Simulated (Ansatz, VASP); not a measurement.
## One calculation of BiOs, two programs

```
Os Bi
1.0
     0.00000    2.79585    2.79585
     2.79585    0.00000    2.79585
     2.79585    2.79585    0.00000
Os Bi
1 1
Direct
  0.50000 0.50000 0.50000
  0.00000 0.00000 0.00000
```

Alike in both runs: task single point; functional PBE; k mesh 10 × 10 × 10; occupations gaussian, width 0.05 eV; no spin polarisation.

|  | VASP | Ansatz |
| --- | --- | --- |
| version | VASP 6.6.1 | Ansatz 0.2.0 |
| potentials or method | VASP PAW PBE potentials, release 64 (Os, Bi_d), cutoff 520 eV | scalar-relativistic, plane waves, PAW |
| valence electrons in the cell | 23 | 31 |

VASP gave:

| Property | Result |
| --- | --- |
| gap on the k mesh at the Fermi level (eV) | none |
| pressure (GPa) | 0.1 |

Question: Estimate Ansatz's values.

Answer: gap on the k mesh at the Fermi level (eV): none; pressure (GPa): 0.0.

A gap of «none» marks a metal or a gap that the smearing closes. The functional is the same, so the differences come from potentials, cutoffs and numerics. VASP's potentials hold 23 valence electrons a cell and Ansatz's 31, so a difference there can come from the potentials and not from the codes.

Spin-orbit coupling is off throughout.
